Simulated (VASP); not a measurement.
Crystal: CuO.

```
Cu O
1.0
     2.39064   -1.74700    0.00000
     2.39064    1.74700    0.00000
    -0.87743    0.00000    5.15867
Cu O
2 2
Direct
  0.49680 0.00320 0.50000
  0.00320 0.49680 0.00000
  0.40560 0.57140 0.75370
  0.57140 0.40560 0.25370
```

Base run:

- Program: VASP 6.6.1
- Functional: PBE
- Potentials or basis: VASP PAW PBE potentials, release 64 (Cu, O)
- Cutoff: 520 eV
- k mesh: 10 × 10 × 5
- Occupations: fermi-dirac, width 0.05 eV
- Spin: no spin polarisation

Its results: band gap on the k mesh zero (bands 17 and 18 overlap by 0.60 eV); pressure -3.3 GPa; largest force 0.705 eV/Å.

The run is repeated on the same cell with these changes: functional from PBE to r2SCAN. What comes out?

Band gap on the k mesh zero (bands 17 and 18 overlap by 0.59 eV); pressure -9.7 GPa; largest force 0.703 eV/Å.

Caveats: the cell stands under tension; semilocal functionals often make such compounds metallic where correlation or magnetic order opens a gap, which also shifts bond lengths; the PAW data sets were made with another functional, which shifts forces and pressure a little (at least some runs).
